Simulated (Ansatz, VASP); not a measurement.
**NiO in VASP and in Ansatz**

```
Ni O
1.0
     0.00000    2.10842   -2.10842
     0.00000    2.10842    2.10842
     4.21684    0.00000    0.00000
Ni O
2 2
Direct
  0.00000 0.00000 0.00000
  0.50000 0.50000 0.50000
  0.00000 0.00000 0.50000
  0.50000 0.50000 0.00000
```

Alike in both runs: task single point; functional PBE; k mesh 10 × 10 × 6; occupations gaussian, width 0.05 eV; collinear spin.

```csv
,VASP,Ansatz
version,VASP 6.6.1,Ansatz 0.2.0
potentials or method,"VASP PAW PBE potentials, release 64 (Ni, O), cutoff 520 eV","scalar-relativistic, plane waves, PAW"
valence electrons in the cell,32,48
```

Ansatz gave:

* gap on the k mesh at the Fermi level (eV): none
* pressure (GPa): 0.1
* net moment per atom (μB): 0.00
* size of the moment on the site where the two differ most (μB): 0.09

Task: What did VASP give for the same quantities?

Result: gap on the k mesh at the Fermi level (eV): none; pressure (GPa): -0.8; net moment per atom (μB): 0.00; size of the moment on the site where the two differ most (μB): 0.08.

Site moments also hang on the region over which each program counts them. A gap of «none» marks a metal or a gap that the smearing closes. VASP's potentials hold 32 valence electrons a cell and Ansatz's 48, so a difference there can come from the potentials and not from the codes.
